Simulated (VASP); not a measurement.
Input of a VASP 6.6.1 run:

POSCAR

```
HfO2
1.0
   -0.0505836464      2.4785986728      2.4785986728
    2.4785986728     -0.0505836464      2.4785986728
    2.4785986728      2.4785986728     -0.0505836464
Hf O
1 2
Direct
    0.0000000000      0.0000000000      0.0000000000
    0.2518285308      0.2518285308      0.2518285308
    0.7481714692      0.7481714692      0.7481714692
```

INCAR.step1

```
SYSTEM = HfO2
PREC = Accurate
ENCUT = 520
EDIFF = 1E-5
ISMEAR = 0
SIGMA = 0.01
LREAL = .FALSE.
LASPH = .TRUE.
NELM = 100
ALGO = Normal
ISIF = 2
LWAVE = .TRUE.
NBANDS = 18
GGA = PE
KPAR = 4
```

The input INCAR.step2:

```
SYSTEM = HfO2
PREC = Accurate
ENCUT = 520
EDIFF = 1E-6
ISMEAR = 0
SIGMA = 0.01
LREAL = .FALSE.
LASPH = .TRUE.
NELM = 100
ALGO = Normal
ISIF = 2
LWAVE = .FALSE.
LCHARG = .TRUE.
GGA = PE
LHFCALC = .TRUE.
HFSCREEN = 0.2079
PRECFOCK = Normal
LVHAR = .TRUE.
NBANDS = 18
ISTART = 1
KPAR = 4
```

Contents of KPOINTS:

```
regular mesh
0
G
  6 6 6
  0 0 0
```

Potentials or basis: VASP PAW PBE potentials, release 64 (Hf_pv, O).

Launch:

```bash
$ cat potpaw_PBE.64/Hf_pv/POTCAR potpaw_PBE.64/O/POTCAR > POTCAR
$ cp INCAR.step1 INCAR
$ mpirun -np 4 vasp_std > vasp.out
$ cp INCAR.step2 INCAR
$ mpirun -np 4 vasp_std > vasp.out
```

(1) Predict the pressure.

(2) What does it give for the band gap on the k mesh?

(3) Predict the largest force.

Results:

(1) 3.2 GPa.

(2) 5.46 eV.

(3) 0.031 eV/Å.

Caveat: the cell differs from its parent crystal (strain along [111] -3.0%); the cell stands under pressure; the PAW data sets were made with another functional, which shifts forces and pressure a little; spin-orbit coupling is left out, which moves the levels of the heavy elements.
